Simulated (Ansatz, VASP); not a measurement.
# Hf4C: VASP beside Ansatz

Contents of INCAR:

```
SYSTEM = Hf4C
PREC     = Accurate       ! precision mode
ENCUT    = 600            ! plane-wave cutoff, eV
EDIFF    = 1E-7           ! SCF threshold, eV
ISMEAR   = 0              ! smearing method
SIGMA    = 0.2            ! smearing width, eV
LREAL    = .FALSE.        ! projectors in reciprocal space
LASPH    = .TRUE.         ! aspherical terms in the spheres
NELM     = 80             ! most SCF steps
ALGO     = Normal         ! electronic algorithm
ISIF     = 3              ! what is computed and relaxed
LWAVE    = .FALSE.        ! write WAVECAR
LCHARG   = .FALSE.        ! write CHGCAR
GGA      = PE             ! functional
IBRION   = 2              ! ionic algorithm
NSW      = 36             ! ionic steps
EDIFFG   = -0.08          ! ionic threshold
```

File KPOINTS:

```
Automatic mesh
0
G
  6 6 2
  0 0 0
```

Contents of POSCAR:

```
Hf4C
1.0
    3.2000000000      0.0000000000      0.0000000000
   -1.6000000000      2.7712812900      0.0000000000
    0.0000000000      0.0000000000     10.0000000000
Hf C
4 1
Direct
    0.6666666700      0.3333333300      0.8750000000
    0.3333333300      0.6666666700      0.1250000000
    0.6666666700      0.3333333300      0.3750000000
    0.3333333300      0.6666666700      0.6250000000
    0.0000000000      0.0000000000      0.0000000000
```

Input for Ansatz:

```yaml
crystal:
  lattice:
    - [3.2, 0.0, 0.0]
    - [-1.6, 2.77128129, 0.0]
    - [0.0, 0.0, 10.0]
  atoms:
    - { symbol: Hf, position: [0.66666667, 0.33333333, 0.875] }
    - { symbol: Hf, position: [0.33333333, 0.66666667, 0.125] }
    - { symbol: Hf, position: [0.66666667, 0.33333333, 0.375] }
    - { symbol: Hf, position: [0.33333333, 0.66666667, 0.625] }
    - { symbol: C, position: [0.0, 0.0, 0.0] }
basis:
  ecutwfc: 420
kpoints:
  mp_grid: { grid: [6, 6, 2] }
hamiltonian:
  xc: pbe
scf:
  occupations: { method: gaussian, width: 0.2 }
  lower_state_search: "off"
output:
  forces: true
  stress: true
  eigenvalues: true
relax:
  adjacent_minimum: "off"
  f_tol: 0.08
  max_steps: 16
  cell: { stress_tol: 0.8 }
```

Alike in both runs: task relaxation of cell and atoms; functional PBE; k mesh 6 × 6 × 2; occupations gaussian, width 0.2 eV; no spin polarisation.

|  | VASP | Ansatz |
| --- | --- | --- |
| version | VASP 6.6.1 | Ansatz 0.2.0 |
| potentials or method | VASP PAW PBE potentials, release 64 (Hf_pv, C), cutoff 600 eV | scalar-relativistic, plane waves, PAW |
| valence electrons in the cell | 44 | 108 |

Ansatz gave:

```
gap on the k mesh at the Fermi level, each at its own relaxed structure (eV) : none
relaxed volume (Å³/atom)                                                     : 19.06
relaxed cell length with the largest relative difference (Å)                 : 3.252
```

**Question.** Estimate VASP's values.

**Answer.** gap on the k mesh at the Fermi level, each at its own relaxed structure (eV): none; relaxed volume (Å³/atom): 18.93; relaxed cell length with the largest relative difference (Å): 3.238.

A gap of «none» marks a metal or a gap that the smearing closes. VASP's potentials hold 44 valence electrons a cell and Ansatz's 108, so a difference there can come from the potentials and not from the codes.

The k mesh is coarse, so the values compare programs but aren't converged. Spin-orbit coupling is off throughout.
